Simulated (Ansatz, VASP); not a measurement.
**B in VASP and in Ansatz**

```
B
1.0
     2.98701    0.00000    0.00000
    -1.49351    2.58683    0.00000
     0.00000    0.00000    3.96602
B
4
Direct
  0.00000 0.00000 0.25000
  0.00000 0.00000 0.75000
  0.33333 0.66667 0.75000
  0.66667 0.33333 0.25000
```

Alike in both runs: functional PBEsol; k mesh 18 × 18 × 12; occupations gaussian, width 0.1 eV; no spin polarisation.

Ansatz relaxed the structure, and its values are those at the end. VASP's run is a single point on that final structure, the one shown.

```csv
,VASP,Ansatz
version,VASP 6.6.1,Ansatz 0.2.0
potentials or method,"VASP PAW PBE potentials, release 64 (B), cutoff 520 eV","scalar-relativistic, plane waves, PAW"
valence electrons in the cell,12,12
```

|  | VASP | Ansatz | Ansatz less VASP |
| --- | --- | --- | --- |
| gap on the k mesh at the Fermi level (eV) | none | none | - |
| pressure (GPa) | 0.3 | 0.0 | -0.28 |

VASP's potentials were made for PBE, not for PBEsol. A gap of «none» marks a metal or a gap that the smearing closes. With one functional, cell and mesh, what is left measures potentials, basis and numerics.
